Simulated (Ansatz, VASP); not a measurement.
## Al in VASP and in Ansatz

INCAR

```
SYSTEM = Al
ALGO = Normal ; EDIFF = 1E-8
ENCUT = 520 ; ISIF = 2
ISMEAR = -1 ; LASPH = .TRUE.
LCHARG = .FALSE. ; LEFG = .TRUE.
LREAL = .FALSE. ; LWAVE = .FALSE.
NBANDS = 8 ; NELM = 100
PREC = Accurate ; SIGMA = 0.03
```

The input KPOINTS:

```
k-points
0
G
  17 17 17
  0 0 0
```

The input POSCAR:

```
Al
1.0
    0.0000000000      2.0373842317      2.0373842317
    2.0373842317      0.0000000000      2.0373842317
    2.0373842317      2.0373842317      0.0000000000
Al
1
Direct
    0.0000000000      0.0000000000      0.0000000000
```

Input for Ansatz:

```yaml
crystal:
  lattice:
    - [0.0, 2.0373842317, 2.0373842317]
    - [2.0373842317, 0.0, 2.0373842317]
    - [2.0373842317, 2.0373842317, 0.0]
  atoms:
    - { symbol: Al, position: [0.0, 0.0, 0.0] }
kpoints:
  mp_grid: { grid: [17, 17, 17] }
scf:
  occupations: { method: fermi_dirac, width: 0.03 }
hamiltonian:
  xc: lda
  pseudopotentials: { kind: all_electron, datasets: crystal }
output:
  forces: true
  stress: true
  eigenvalues: true
  efg: { contact_densities: true }
```

Change from the starting cell: volume scaled by 1.02, crystal datasets.

Alike in both runs: task electric field gradients; functional LDA; k mesh 17 × 17 × 17; occupations fermi-dirac, width 0.03 eV; no spin polarisation.

```csv
,VASP,Ansatz
version,VASP 6.6.1,Ansatz 0.2.0
potentials or method,"VASP PAW LDA potentials, release 64 (Al), cutoff 520 eV","all-electron PAW with datasets made for the crystal, scalar-relativistic"
```

|  | VASP | Ansatz | Ansatz less VASP |
| --- | --- | --- | --- |
| pressure (GPa) | -4.9 | -4.9 | -0.02 |

LDA's correlation is that of Perdew and Zunger in VASP and of Perdew and Wang (1992) in Ansatz. Ansatz ran all-electron here, and VASP with PAW potentials.
